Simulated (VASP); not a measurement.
# FeCo (Pm-3m) in VASP: further runs

Runs on FeCo. Level: PBE. Tasks: single point.

Program: VASP 6.6.1. These are calculated values, not measurements. Logs are shortened: lines on timing, memory, paths and dates and some standing lists are left out, and cuts for length are marked.

## Step 1: The cell of the first run

It takes space group Pm-3m (No. 221, cubic). Conventional cell: a = 2.857 Å, b = 2.857 Å, c = 2.857 Å, α = 90.00°, β = 90.00°, γ = 90.00°. Fe (site symmetry m-3m) has 8 Co at 2.47 Å and 6 Fe at 2.86 Å within 3.3 Å. Co (site symmetry m-3m) has 8 Fe at 2.47 Å and 6 Co at 2.86 Å within 3.3 Å.

## Step 2: Single point, PBE, collinear spin, ferromagnetic start

Input file INCAR:

```
SYSTEM = FeCo
ALGO     = Normal         ! electronic algorithm
EDIFF    = 1E-6           ! SCF threshold, eV
ENCUT    = 600            ! plane-wave cutoff, eV
GGA      = PE             ! functional
GGA_COMPAT= .False.      
ISIF     = 2              ! what is computed and relaxed
ISMEAR   = -1             ! smearing method
ISPIN    = 2              ! spin polarisation
LASPH    = .True.         ! aspherical terms in the spheres
LCHARG   = .True.         ! write CHGCAR
LELF     = .True.         ! ELF
LMAXMIX  = 4              ! l up to which the mixer works
LORBIT   = 11             ! projections on sites
LREAL    = .False.        ! projectors in reciprocal space
LVHAR    = .True.       
LWAVE    = .False.        ! write WAVECAR
MAGMOM   = 3 2            ! initial moments
NBANDS   = 20             ! bands
NELM     = 200            ! most SCF steps
PREC     = Accurate       ! precision mode
SIGMA    = 0.05           ! smearing width, eV
```

Input file KPOINTS:

```
k-points
0
Gamma
  11 11 11
  0 0 0
```

Input file POSCAR:

```
FeCo
1.0
    2.8570000000      0.0000000000      0.0000000000
    0.0000000000      2.8570000000      0.0000000000
    0.0000000000      0.0000000000      2.8570000000
Fe Co
1 1
Direct
    0.5000000000      0.5000000000      0.5000000000
    0.0000000000      0.0000000000      0.0000000000
```

Potentials or basis: VASP PAW PBE potentials, release 64 (Fe, Co).

On the command line:

```sh
$ cat potpaw_PBE.64/Fe/POTCAR potpaw_PBE.64/Co/POTCAR > POTCAR
$ mpirun -np 1 vasp_std > vasp.out
```

OUTCAR:

```text
SYSTEM = FeCo
   EDIFF = 1E-6
   ENCUT = 600
   GGA = PE
   ISIF = 2
   ISMEAR = -1
   ISPIN = 2
   LASPH = .True.
   LORBIT = 11
   LREAL = .False.
   NELM = 200
   PREC = Accurate

 ion  position               nearest neighbor table
   1  0.500  0.500  0.500-   2 2.47   2 2.47   2 2.47   2 2.47   2 2.47   2 2.47   2 2.47   2 2.47

   2  0.000  0.000  0.000-   1 2.47   1 2.47   1 2.47   1 2.47   1 2.47   1 2.47   1 2.47   1 2.47

  LATTYP: Found a simple cubic cell.
 ALAT       =     2.8570000000

  Lattice vectors:

 A1 = (   2.8570000000,   0.0000000000,   0.0000000000)
 A2 = (   0.0000000000,   2.8570000000,   0.0000000000)
 A3 = (   0.0000000000,   0.0000000000,   2.8570000000)

Analysis of symmetry for initial positions (statically):
=====================================================================
 Subroutine PRICEL returns:
 Original cell was already a primitive cell.

 Routine SETGRP: Setting up the symmetry group for a
 simple cubic supercell.

 Subroutine GETGRP returns: Found 48 space group operations
 (whereof 48 operations were pure point group operations)
 out of a pool of 48 trial point group operations.

The static configuration has the point symmetry O_h .

Analysis of symmetry for dynamics (positions and initial velocities):
=====================================================================
 Subroutine PRICEL returns:
 Original cell was already a primitive cell.

 Routine SETGRP: Setting up the symmetry group for a
 simple cubic supercell.

 Subroutine GETGRP returns: Found 48 space group operations
 (whereof 48 operations were pure point group operations)
 out of a pool of 48 trial point group operations.

The dynamic configuration has the point symmetry O_h .

Analysis of structural, dynamic, and magnetic symmetry:
=====================================================================
 Subroutine PRICEL returns:
 Original cell was already a primitive cell.

 Routine SETGRP: Setting up the symmetry group for a
 simple cubic supercell.

 Subroutine GETGRP returns: Found 48 space group operations
 (whereof 48 operations were pure point group operations)
 out of a pool of 48 trial point group operations.

The overall configuration has the point symmetry O_h .

 Subroutine INISYM returns: Found 48 space group operations
 (whereof 48 operations are pure point group operations),
 and found     1 'primitive' translations

----------------------------------------------------------------------------------------

                                     Primitive cell

  volume of cell :      23.3201

  direct lattice vectors                    reciprocal lattice vectors
     2.857000000  0.000000000  0.000000000     0.350017501  0.000000000  0.000000000
     0.000000000  2.857000000  0.000000000     0.000000000  0.350017501  0.000000000
     0.000000000  0.000000000  2.857000000     0.000000000  0.000000000  0.350017501

  length of vectors
     2.857000000  2.857000000  2.857000000     0.350017501  0.350017501  0.350017501

  position of ions in fractional coordinates (direct lattice)
     0.500000000  0.500000000  0.500000000
     0.000000000  0.000000000  0.000000000

  ion indices of the primitive-cell ions
   primitive index   ion index
                 1           1
                 2           2

----------------------------------------------------------------------------------------

 KPOINTS: k-points

Automatic generation of k-mesh.
 Grid dimensions read from file:
 generate k-points for:   11   11   11

 Generating k-lattice:

  Cartesian coordinates                     Fractional coordinates (reciprocal lattice)
     0.031819773  0.000000000  0.000000000     0.090909091  0.000000000  0.000000000
     0.000000000  0.031819773  0.000000000     0.000000000  0.090909091  0.000000000
     0.000000000  0.000000000  0.031819773     0.000000000  0.000000000  0.090909091

  Length of vectors
     0.031819773  0.031819773  0.031819773

  Shift w.r.t. Gamma in fractional coordinates (k-lattice)
     0.000000000  0.000000000  0.000000000

 Subroutine IBZKPT returns following result:
 ===========================================

 Found     56 irreducible k-points:

 Following reciprocal coordinates:
            Coordinates               Weight
  0.000000  0.000000  0.000000      1.000000
  0.090909  0.000000  0.000000      6.000000
  0.181818  0.000000  0.000000      6.000000
  0.272727  0.000000  0.000000      6.000000
  0.363636  0.000000  0.000000      6.000000
  0.454545  0.000000  0.000000      6.000000
[... 16 lines left out ...]
  0.181818  0.090909  0.090909     24.000000
  0.272727  0.090909  0.090909     24.000000
 [... further k-points ...]
   k-points           NKPTS =     56   k-points in BZ     NKDIM =     56   number of bands    NBANDS=     20
   number of dos      NEDOS =    301   number of ions     NIONS =      2
   total plane-waves  NPLWV =  13824
   dimension x,y,z NGX =    24 NGY =   24 NGZ =   24
   dimension x,y,z NGXF=    48 NGYF=   48 NGZF=   48
   ions per type =               1   1
   NGX,Y,Z   is equivalent  to a cutoff of  13.97, 13.97, 13.97 a.u.
   NGXF,Y,Z  is equivalent  to a cutoff of  27.93, 27.93, 27.93 a.u.
 SYSTEM =  FeCo
   PREC   = accura    normal or accurate (medium, high low for compatibility)
   ISTART =      0    job   : 0-new  1-cont  2-samecut
   ICHARG =      2    charge: 1-file 2-atom 10-const
   ISPIN  =      2    spin polarized calculation?
   LNONCOLLINEAR =      F non collinear calculations
   LSORBIT =      F    spin-orbit coupling
   LASPH  =      T    aspherical Exc in radial PAW
   ENCUT  =  600.0 eV  44.10 Ry    6.64 a.u.   5.71  5.71  5.71*2*pi/ulx,y,z
   NELM   =    200;   NELMIN=  2; NELMDL= -5     # of ELM steps
   EDIFF  = 0.1E-05   stopping-criterion for ELM
   LREAL  =      F    real-space projection
   EDIFFG = 0.1E-04   stopping-criterion for IOM
   NSW    =      0    number of steps for IOM
   IBRION =     -1    ionic relax: 0-MD 1-quasi-New 2-CG
   NFREE  =      0    steps in history (QN), initial steepest desc. (CG)
   ISIF   =      2    stress and relaxation
   ISYM   =      2    0-nonsym 1-usesym 2-fastsym
   POTIM  = 0.5000    time-step for ionic-motion
   TEBEG  =    0.0;   TEEND  =   0.0 temperature during run
   PSTRESS=    0.0 pullay stress
   NELECT =      17.0000    total number of electrons
   NUPDOWN=      -1.0000    fix difference up-down
   EMIN   =  10.00;   EMAX   =-10.00  energy-range for DOS
   EFERMI =   0.00;   METHOD = LEGACY
   ISMEAR =    -1;   SIGMA  =   0.05  broadening in eV -4-tet -1-fermi 0-gaus
   EFERMI_NEDOS =   21; number of points for ismear=-14 and -15
   IALGO  =     38    algorithm
   IMIX   =      4    mixing-type and parameters
     AMIX     =   0.40;   BMIX     =  1.00
     AMIX_MAG =   1.60;   BMIX_MAG =  1.00
  volume/ion in A,a.u.               =      11.66        78.69
  Fermi-wavevector in a.u.,A,eV,Ry     =   1.473378  2.784281 29.536115  2.170843
  Thomas-Fermi vector in A             =   2.588279
   LORBIT       =     11    0 simple, 1 ext, 2 COOP (PROOUT), +10 PAW based schemes
   GGA     = PE    functional components
   LHFCALC =     F    Hartree Fock is set to
   AEXX    =    0.0000 exact exchange contribution
   IVDW    =     0    specifies the selected vdW correction
   LEPSILON=     F    determine dielectric tensor
   LRPA    =     F    only Hartree local field effects (RPA)
 spin polarized calculation
  energy-cutoff  :      600.00
  volume of cell :       23.32
 maximum number of plane-waves:       792
 NGX is ok and might be reduce to    24
   NGX = 11   NGY = 11   NGZ = 11

 number of electron      16.9999996 magnetization       4.4993456

 Free energy of the ion-electron system (eV)
  ---------------------------------------------------
  ext. energy  EPLUGINS =         0.00000000
  ---------------------------------------------------
  free energy    TOTEN  =       -15.40404177 eV

  energy without entropy =      -15.39150540  energy(sigma->0) =      -15.39777358

 E-fermi :   7.9645     XC(G=0): -12.9737

 val. band max:        7.9558753138   @ k =   0.3636   0.0909   0.0000
 cond. band min:       8.0015467171   @ k =   0.2727   0.0000   0.0000
 fundamental gap:      0.0456714033
 Fermi energy:         7.9644841574

 spin component 1

 k-point     1 :       0.0000    0.0000    0.0000
  band No.  band energies     occupation
      1      -0.9971      1.00000
      2       2.6127      1.00000
      3       2.6127      1.00000
      4       4.8645      1.00000
      5       4.8645      1.00000
      6       4.8645      1.00000
[... 12 lines left out ...]
     19      32.2983      0.00000
     20      32.2983      0.00000

 k-point     2 :       0.0909    0.0000    0.0000
  band No.  band energies     occupation
      1      -0.8308      1.00000
      2       2.6787      1.00000
      3       2.6797      1.00000
      4       4.8639      1.00000
      5       4.8639      1.00000
      6       4.9064      1.00000
[... 498 lines left out ...]
 k-point    24 :       0.2727    0.0909    0.0909
  band No.  band energies     occupation
      1       0.7074      1.00000
      2       3.2064      1.00000
      3       3.2581      1.00000
      4       4.6618      1.00000
      5       4.6888      1.00000
      6       5.5157      1.00000
[... 12 lines left out ...]
     19      31.2227      0.00000
     20      32.0796      0.00000

 [... further k-points ...]

 spin component 2

 k-point     1 :       0.0000    0.0000    0.0000
  band No.  band energies     occupation
      1      -0.8602      1.00000
      2       4.5039      1.00000
      3       4.5040      1.00000
      4       6.7817      1.00000
      5       6.7817      1.00000
      6       6.7817      1.00000
[... 12 lines left out ...]
     19      32.0400      0.00000
     20      32.0400      0.00000

 k-point     2 :       0.0909    0.0000    0.0000
  band No.  band energies     occupation
      1      -0.6934      1.00000
      2       4.5545      1.00000
      3       4.5835      1.00000
      4       6.7726      1.00000
      5       6.7726      1.00000
      6       6.8244      1.00000
[... 498 lines left out ...]
 k-point    24 :       0.2727    0.0909    0.0909
  band No.  band energies     occupation
      1       0.8796      1.00000
      2       4.8720      1.00000
      3       5.2288      1.00000
      4       6.5093      1.00000
      5       6.5607      1.00000
      6       7.1920      1.00000
[... 12 lines left out ...]
     19      31.3612      0.00000
     20      32.6520      0.00000

 [... further k-points ...]
[... 5 lines left out ...]
  --------------------------------------------------------------------------------------
  -------------------------------------------------------------------------------------
  Total       -0.4634839     -0.4634839     -0.4634839      0.0000000      0.0000000      0.0000000
  in kB      -31.8430372    -31.8430372    -31.8430372      0.0000000      0.0000000      0.0000000
  external PRESSURE =     -31.8430372 kB  Pullay stress =       0.0000000 kB

 VOLUME and BASIS-vectors are now :
 -----------------------------------------------------------------------------
  energy-cutoff  :      600.00
  volume of cell :       23.32
      direct lattice vectors                 reciprocal lattice vectors
     2.857000000  0.000000000  0.000000000     0.350017501  0.000000000  0.000000000
     0.000000000  2.857000000  0.000000000     0.000000000  0.350017501  0.000000000
     0.000000000  0.000000000  2.857000000     0.000000000  0.000000000  0.350017501

 POSITION                                       TOTAL-FORCE (eV/Angst)
 -----------------------------------------------------------------------------------
      1.42850      1.42850      1.42850         0.000000      0.000000      0.000000
      0.00000      0.00000      0.00000         0.000000      0.000000      0.000000
 -----------------------------------------------------------------------------------
    total drift:                                0.000000      0.000000     -0.000000

  FREE ENERGIE OF THE ION-ELECTRON SYSTEM (eV)
  ---------------------------------------------------
  free  energy   TOTEN  =       -15.4040417692 eV

  energy  without entropy=      -15.3915053966  energy(sigma->0) =      -15.39777358

 total charge

# of ion       s       p       d       tot
------------------------------------------
    1        0.467   0.514   6.145   7.127
    2        0.478   0.498   7.236   8.212
--------------------------------------------------
tot          0.945   1.013  13.381  15.338

 magnetization (x)

# of ion       s       p       d       tot
------------------------------------------
    1        0.001  -0.046   2.819   2.774
    2       -0.011  -0.056   1.820   1.753
--------------------------------------------------
tot         -0.011  -0.101   4.639   4.527
```

Wall time 46 s (1 thread of AMD EPYC 7R13 (Zen 3), shared host); peak memory 0.16 GiB.

What came out:

```yaml
Free_energy: -15.4040 eV
Pressure: -3.2 GPa
Net_moment: 4.50 μB per cell
Site_moments: Fe +2.77; Co +1.75 μB
Valence_electrons_inside_the_program's_atomic_spheres: Fe 7.13; Co 8.21
```

Levels at points of the mesh, in eV from the Fermi level:
Spin up:
```tsv
k point	band 8	band 9	band 10	band 11	band 12	band 13	band 14	band 15
(0.00, 0.00, 0.00)	-2.04	-0.95	-0.95	-0.95	8.98	8.98	8.98	14.52
```
Spin down:
```
           k point  band 2  band 3  band 4  band 5  band 6  band 7  band 8  band 9  band 10  band 11
(0.00, 0.00, 0.00)   -3.46   -3.46   -1.18   -1.18   -1.18    0.77    0.77    1.45     1.45     1.45
```

Caveat: the cell stands under tension.

## Step 3: Single point, PBE, collinear spin, ferromagnetic start (11.95 Å³/atom)

This run uses another cell than the first one, of 11.95 Å³/atom.

Input file INCAR:

```
SYSTEM = FeCo
ALGO = Normal
EDIFF = 1E-6
ENCUT = 600
GGA = PE
GGA_COMPAT = .False.
ISIF = 2
ISMEAR = -1
ISPIN = 2
LASPH = .True.
LCHARG = .False.
LMAXMIX = 4
LORBIT = 11
LREAL = .False.
LWAVE = .False.
MAGMOM = 3 2
NBANDS = 20
NELM = 200
PREC = Accurate
SIGMA = 0.05
```

KPOINTS is that of step 2.

Input file POSCAR:

```
FeCo
1.0
    2.8806126410      0.0000000000      0.0000000000
    0.0000000000      2.8806126410      0.0000000000
    0.0000000000      0.0000000000      2.8806126410
Fe Co
1 1
Direct
    0.5000000000      0.5000000000      0.5000000000
    0.0000000000      0.0000000000      0.0000000000
```

Potentials or basis: VASP PAW PBE potentials, release 64 (Fe, Co).

On the command line:

```sh
$ cat potpaw_PBE.64/Fe/POTCAR potpaw_PBE.64/Co/POTCAR > POTCAR
$ mpirun -np 1 vasp_std > vasp.out
```

Wall time 43 s (1 thread of AMD EPYC 7R13 (Zen 3), shared host); peak memory 0.16 GiB.

The run converged. Its results:

| Item | Value |
| --- | --- |
| Free energy | -15.3852 eV |
| Pressure | -7.1 GPa |
| Net moment | 4.54 μB per cell |
| Site moments | Fe +2.81; Co +1.77 μB |
| Valence electrons inside the program's atomic spheres | Fe 7.08; Co 8.17 |

Levels at points of the mesh, in eV from the Fermi level:
Spin up:
```tsv
k point	band 8	band 9	band 10	band 11	band 12	band 13	band 14	band 15
(0.00, 0.00, 0.00)	-2.06	-1.00	-1.00	-1.00	8.82	8.82	8.82	14.27
```
Spin down:
| k point | band 3 | band 4 | band 5 | band 6 | band 7 | band 8 | band 9 | band 10 |
| --- | --- | --- | --- | --- | --- | --- | --- | --- |
| (0.00, 0.00, 0.00) | -3.32 | -1.13 | -1.13 | -1.13 | 0.77 | 0.77 | 1.42 | 1.42 |

Caveat: the cell stands under tension.
